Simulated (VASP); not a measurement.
Here is a VASP 6.6.1 calculation.

The input INCAR:

```
SYSTEM = HfMoC2
  PREC = Accurate
  ENCUT = 600
  EDIFF = 1E-6
  ISMEAR = 0
  SIGMA = 0.1
  LREAL = .FALSE.
  LASPH = .TRUE.
  NELM = 60
  ALGO = Normal
  ISIF = 3
  LWAVE = .FALSE.
  LCHARG = .FALSE.
  GGA = PE
  IBRION = 2
  NSW = 100
  EDIFFG = -0.01
```

KPOINTS

```
Automatic mesh
0
G
  14 14 10
  0 0 0
```

The input POSCAR:

```
HfMoC2
1.0
    3.1914229400      0.0000000000      0.0000000000
    0.0000000000      3.1914229400      0.0000000000
    0.0000000000      0.0000000000      4.4851641700
Hf Mo C
1 1 2
Direct
    0.0000000000      0.0000000000      0.0000000000
    0.5000000000      0.5000000000      0.5000000000
    0.0000000000      0.0000000000      0.5000000000
    0.5000000000      0.5000000000      0.0000000000
```

Potentials or basis: VASP PAW PBE potentials, release 64 (Hf_pv, Mo_sv, C).

Command:

```console
$ cat potpaw_PBE.64/Hf_pv/POTCAR potpaw_PBE.64/Mo_sv/POTCAR potpaw_PBE.64/C/POTCAR > POTCAR
$ mpirun -np 1 vasp_std > vasp.out
```

Q: What does it give for the band gap on the k mesh?

A: Zero (bands 16 and 17 overlap by 2.49 eV).

Q: Predict the relaxed cell.

A: a = 3.186 Å, b = 3.186 Å, c = 4.479 Å, α = 90.00°, β = 90.00°, γ = 90.00°.

Q: Estimate the space group after relaxing (to 0.1 Å).

A: P4/mmm (No. 123).

Q: What does it give for the relaxed volume?

A: 11.36 Å³/atom.

The path:
```tsv
step	energy change (eV)	largest force (eV/Å)	pressure (GPa)	volume (Å³)
1	0.0000	0.0000	-1.41	45.68
2	0.0026	0.0000	2.69	45.02
3	-0.0010	0.0000	0.01	45.45
```

Caveat: the highest band is partly filled, so the run has too few bands; spin-orbit coupling is left out, which moves the levels of the heavy elements.
